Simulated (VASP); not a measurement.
# LiCl (P6_3/mmc) in VASP: notebook, part 2 of 2

VASP 6.6.1. The steps go on from the part before.

## (4) Single point, r2SCAN (biaxial xy strain +0.7%)

File POSCAR:

```
LiCl
1.0
    4.1914229086      0.0000000000      0.0000000000
   -2.0957114543      3.6298787168      0.0000000000
    0.0000000000      0.0000000000      5.2325458168
Li Cl
2 2
Direct
    0.3333333333      0.6666666667      0.2500000000
    0.6666666667      0.3333333333      0.7500000000
    0.6666666667      0.3333333333      0.2500000000
    0.3333333333      0.6666666667      0.7500000000
```

File INCAR.step1:

```
  PREC = Accurate
  ENCUT = 520
  ISMEAR = 0
  SIGMA = 0.01
  LREAL = F
  LASPH = T
  NELM = 100
  NBANDS = 18
  GGA = PE
  ALGO = Normal
  EDIFF = 1E-4
  LWAVE = T
  LCHARG = F
```

File INCAR.step2:

```
  PREC = Accurate
  ENCUT = 520
  EDIFF = 1E-6
  ISMEAR = 0
  SIGMA = 0.01
  LREAL = F
  LASPH = T
  NELM = 100
  ALGO = Normal
  ISIF = 2
  LWAVE = F
  LCHARG = T
  METAGGA = R2SCAN
  LMIXTAU = T
  LELF = T
  LVHAR = T
  NBANDS = 18
  ISTART = 1
```

File KPOINTS:

```
regular mesh
0
Gamma
  12 12 6
```

Potentials or basis: VASP PAW PBE potentials, release 64 (Li_sv, Cl).

On the command line:

```
$ cat potpaw_PBE.64/Li_sv/POTCAR potpaw_PBE.64/Cl/POTCAR > POTCAR
$ cp INCAR.step1 INCAR
$ mpirun -np 1 vasp_std > vasp.out
$ cp INCAR.step2 INCAR
$ mpirun -np 1 vasp_std > vasp.out
```

OUTCAR:

```text
PREC = Accurate
   ENCUT = 520
   EDIFF = 1E-6
   ISMEAR = 0
   LREAL = F
   LASPH = T
   NELM = 100
   ISIF = 2
   METAGGA = R2SCAN
   ISTART = 1

 ion  position               nearest neighbor table
   1  0.333  0.667  0.250-   3 2.42   3 2.42   3 2.42   4 2.62   4 2.62
   2  0.667  0.333  0.750-   4 2.42   4 2.42   4 2.42   3 2.62   3 2.62
   3  0.667  0.333  0.250-   1 2.42   1 2.42   1 2.42   2 2.62   2 2.62
   4  0.333  0.667  0.750-   2 2.42   2 2.42   2 2.42   1 2.62   1 2.62

  LATTYP: Found a hexagonal cell.
 ALAT       =     4.1914229086
 C/A-ratio  =     1.2483936675

  Lattice vectors:

 A1 = (   4.1914229086,   0.0000000000,   0.0000000000)
 A2 = (  -2.0957114543,   3.6298787168,   0.0000000000)
 A3 = (   0.0000000000,   0.0000000000,   5.2325458168)

Analysis of symmetry for initial positions (statically):
=====================================================================
 Subroutine PRICEL returns:
 Original cell was already a primitive cell.

 Routine SETGRP: Setting up the symmetry group for a
 hexagonal supercell.

[... 167 lines left out ...]
  ext. energy  EPLUGINS =         0.00000000
  ---------------------------------------------------
  free energy    TOTEN  =       -25.09616639 eV

  energy without entropy =      -25.09616639  energy(sigma->0) =      -25.09616639

 E-fermi :  -0.7061     XC(G=0):  -8.2744

 val. band max:       -0.8405443328   @ k =   0.0000   0.0000   0.0000
 cond. band min:       5.4704643588   @ k =   0.0000   0.0000   0.0000
 fundamental gap:      6.3110086916
 Fermi energy:        -0.7060864314

 k-point     1 :       0.0000    0.0000    0.0000
  band No.  band energies     occupation
      1     -45.6828      2.00000
      2     -45.6795      2.00000
      3     -14.7302      2.00000
      4     -13.9946      2.00000
      5      -3.6100      2.00000
      6      -2.2248      2.00000
[... 481 lines left out ...]
      5      -3.2227      2.00000
      6      -2.5799      2.00000
[... 10 lines left out ...]
     17      11.4023      0.00000
     18      11.8165      0.00000

 [... further k-points ...]
[... 5 lines left out ...]
  --------------------------------------------------------------------------------------
  -------------------------------------------------------------------------------------
  Total       -0.4227397     -0.4227397     -0.3186525      0.0000000     -0.0000000      0.0000000
  in kB       -8.5077943     -8.5077943     -6.4130015      0.0000000     -0.0000000      0.0000000
  external PRESSURE =      -7.8095300 kB  Pullay stress =       0.0000000 kB

 VOLUME and BASIS-vectors are now :
 -----------------------------------------------------------------------------
  energy-cutoff  :      520.00
  volume of cell :       79.61
      direct lattice vectors                 reciprocal lattice vectors
     4.191422909  0.000000000  0.000000000     0.238582463  0.137745649  0.000000000
    -2.095711454  3.629878717  0.000000000     0.000000000  0.275491298  0.000000000
     0.000000000  0.000000000  5.232545817     0.000000000  0.000000000  0.191111561

 POSITION                                       TOTAL-FORCE (eV/Angst)
 -----------------------------------------------------------------------------------
     -0.00000      2.41992      1.30814         0.000000     -0.000000      0.000000
      2.09571      1.20996      3.92441        -0.000000      0.000000      0.000000
      2.09571      1.20996      1.30814         0.000000     -0.000000      0.000000
     -0.00000      2.41992      3.92441        -0.000000      0.000000      0.000000
 -----------------------------------------------------------------------------------
    total drift:                                0.000000     -0.000000      0.000000

  FREE ENERGIE OF THE ION-ELECTRON SYSTEM (eV)
  ---------------------------------------------------
  free  energy   TOTEN  =       -25.0961663886 eV

  energy  without entropy=      -25.0961663886  energy(sigma->0) =      -25.09616639
```

OSZICAR.step1:

```text
N       E                     dE             d eps       ncg     rms          rms(c)
DAV:   1     0.132094177619E+03    0.13209E+03   -0.88758E+03  2736   0.107E+03
DAV:   2     0.206643912498E+00   -0.13189E+03   -0.12652E+03  3444   0.236E+02
DAV:   3    -0.145637414988E+02   -0.14770E+02   -0.14697E+02  4854   0.681E+01
DAV:   4    -0.149853242414E+02   -0.42158E+00   -0.42025E+00  3984   0.128E+01
DAV:   5    -0.150134512557E+02   -0.28127E-01   -0.28121E-01  4176   0.249E+00    0.333E+00
DAV:   6    -0.147710355067E+02    0.24242E+00   -0.38820E-01  3288   0.296E+00    0.245E+00
DAV:   7    -0.147676774314E+02    0.33581E-02   -0.14098E-01  3780   0.179E+00    0.143E+00
DAV:   8    -0.147865579207E+02   -0.18880E-01   -0.26614E-02  3152   0.103E+00    0.288E-01
DAV:   9    -0.147867865849E+02   -0.22866E-03   -0.12598E-03  3894   0.236E-01    0.846E-02
DAV:  10    -0.147878556774E+02   -0.10691E-02   -0.11086E-03  2974   0.198E-01    0.161E-02
DAV:  11    -0.147878829860E+02   -0.27309E-04   -0.24977E-05  3108   0.358E-02
   1 F= -.14787883E+02 E0= -.14787883E+02  d E =-.190948E-15
```

Run time: 2 min. Hardware: 1 thread of Intel Xeon 6975P-C (Granite Rapids), shared host; peak memory 0.25 GiB.

Results:

```yaml
Free_energy: -25.0962 eV
Band_gap_on_the_k_mesh: 6.31 eV, direct
```

Levels at points of the mesh, in eV from the valence-band top:
| k point | band 7 | band 8 | band 9 | band 10 | band 11 | band 12 | band 13 | band 14 |
| --- | --- | --- | --- | --- | --- | --- | --- | --- |
| (0.00, 0.00, 0.00) | -1.38 | -0.60 | -0.60 | 0.00 | 6.31 | 8.82 | 9.53 | 9.53 |
| (0.50, 0.00, 0.00) | -1.85 | -1.37 | -0.98 | -0.63 | 7.86 | 9.33 | 9.52 | 11.09 |
| (0.00, 0.00, 0.50) | -1.00 | -1.00 | -1.00 | -1.00 | 8.24 | 8.24 | 9.54 | 9.54 |
| (0.50, 0.00, 0.50) | -1.31 | -1.31 | -0.48 | -0.48 | 7.87 | 7.87 | 10.08 | 10.08 |

Caveat: the cell differs from its parent crystal (biaxial xy strain +0.7%); the cutoff is under 1.25 times the usual one of these potentials, so pressure, stress and relaxed cells hold a basis-set (Pulay) error; the PAW data sets were made with another functional, which shifts forces and pressure a little.

## (5) Overview

| level | cell | k mesh | smearing | grid for exact exchange (PRECFOCK) | screening parameter | gap on the mesh (eV) |
| --- | --- | --- | --- | --- | --- | --- |
| HSE06 | a = 4.223, b = 4.223, c = 5.309 Å, angles 90.0, 90.0, 120.0°, 4 atoms | 6 × 6 × 4 | gaussian 0.01 eV | Normal | 0.2079 1/Å | 6.81 |
| PBE | a = 4.223, b = 4.223, c = 5.309 Å, angles 90.0, 90.0, 120.0°, 4 atoms | 12 × 12 × 6 | fermi-dirac 0.02 eV | - | - | 5.53 |
| r2SCAN | a = 4.191, b = 4.191, c = 5.233 Å, angles 90.0, 90.0, 120.0°, 4 atoms | 12 × 12 × 6 | gaussian 0.01 eV | - | - | 6.31 |

Alike in all rows: task single point; potentials or basis VASP PAW PBE potentials, release 64 (Li_sv, Cl); no spin polarisation; cutoff (eV) 520.

Caveats: the cutoff is under 1.25 times the usual one of these potentials, so pressure, stress and relaxed cells hold a basis-set (Pulay) error; the PAW data sets were made with another functional, which shifts forces and pressure a little (some runs).

Absolute energies hang on the potentials; compare differences alone.
